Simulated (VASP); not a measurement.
Tl: single point with PBEsol

Crystal: Tl.

```
Tl
1.0
     3.49296    0.00000    0.00000
    -1.74648    3.02499    0.00000
     0.00000    0.00000    5.39249
Tl
2
Direct
  0.33333 0.66667 0.25000
  0.66667 0.33333 0.75000
```

```
Program             : VASP 6.6.1
Task                : single point
Functional          : PBEsol
Potentials or basis : VASP PAW PBE potentials, release 64 (Tl_d)
Cutoff              : 520 eV
k mesh              : 6 × 6 × 3
Occupations         : gaussian, width 0.05 eV
Spin                : no spin polarisation
```

The pressure is -0.1 GPa. The band gap on the k mesh is zero (bands 13 and 14 overlap by 2.71 eV).

Levels at points of the mesh, in eV from the Fermi level:
```csv
k point,band 10,band 11,band 12,band 13,band 14,band 15,band 16,band 17
"(0.00, 0.00, 0.00)",-10.89,-9.96,-4.63,-2.62,7.71,7.71,9.90,9.90
"(0.50, 0.00, 0.00)",-10.83,-5.80,-4.67,-0.38,0.90,1.49,3.71,4.01
```

It took 15 s on 1 thread of Intel(R) Xeon(R) Platinum 8488C (Sapphire Rapids), on a shared host, peak memory 0.17 GiB.

Caveat: the k points lie up to 0.39 Å⁻¹ apart, too coarse for converged energies and pressures of a metal; the PAW data sets were made with another functional, which shifts forces and pressure a little; spin-orbit coupling is left out, which moves the levels of the heavy elements.
